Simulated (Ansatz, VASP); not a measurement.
# Two plane-wave programs on Si

Contents of INCAR:

```
  ALGO = Normal
  DIPOL = 0.5 0.5 0.500
  EDIFF = 1E-7
  ENCUT = 520
  IDIPOL = 3
  ISIF = 2
  ISMEAR = -1
  LASPH = True
  LCHARG = False
  LDIPOL = True
  LREAL = False
  LWAVE = False
  NBANDS = 21
  NELM = 80
  PREC = Accurate
  SIGMA = 0.02
```

KPOINTS

```
k-points
0
Gamma
  9 9 1
```

Contents of POSCAR:

```
Si
1.0
    3.8197434381      0.0000000000      0.0000000000
   -1.9098717190      3.3079948533      0.0000000000
    0.0000000000      0.0000000000     23.0173000000
Si
6
Direct
    0.0000000000      0.0000000000      0.3475642934
    0.3333333340      0.6666666660      0.3814388943
    0.3333333340      0.6666666660      0.4830626987
    0.6666666670      0.3333333330      0.5169373005
    0.6666666670      0.3333333330      0.6185611049
    0.0000000000      0.0000000000      0.6524357066
```

Input for Ansatz:

```yaml
crystal:
  lattice:
    - [3.8197434381, 0.0, 0.0]
    - [-1.909871719, 3.3079948533, 0.0]
    - [0.0, 0.0, 23.0173]
  atoms:
    - { symbol: Si, position: [0.0, 0.0, 0.3475642934] }
    - { symbol: Si, position: [0.333333334, 0.666666666, 0.3814388943] }
    - { symbol: Si, position: [0.333333334, 0.666666666, 0.4830626987] }
    - { symbol: Si, position: [0.666666667, 0.333333333, 0.5169373005] }
    - { symbol: Si, position: [0.666666667, 0.333333333, 0.6185611049] }
    - { symbol: Si, position: [0.0, 0.0, 0.6524357066] }
kpoints:
  mp_grid: { grid: [9, 9, 1] }
scf:
  occupations: { method: fermi_dirac, width: 0.02 }
hamiltonian:
  xc: lda
  pseudopotentials: { kind: paw }
output:
  forces: true
  stress: true
  eigenvalues: true
  populations: true
efield:
  axis: 3
  amplitude: 0
  dipole_correction: true
```

Alike in both runs: task single point; functional LDA; k mesh 9 × 9 × 1; occupations fermi-dirac, width 0.02 eV; no spin polarisation.

|  | VASP | Ansatz |
| --- | --- | --- |
| version | VASP 6.6.1 | Ansatz 0.2.0 |
| potentials or method | VASP PAW LDA potentials, release 64 (Si) | PAW with Ansatz's default frozen-core files, scalar-relativistic |
| plane-wave cutoff (eV) | 520 | 420 |
| valence electrons in the cell | 24 | 24 |

VASP gave:

* rms of the force components (eV/Å): 0.334

Question: Estimate Ansatz's values.

Answer: rms of the force components (eV/Å): 0.336.

LDA's correlation is that of Perdew and Zunger in VASP and of Perdew and Wang (1992) in Ansatz. Atom by atom the forces differ by 0.003 eV/Å (rms over components).
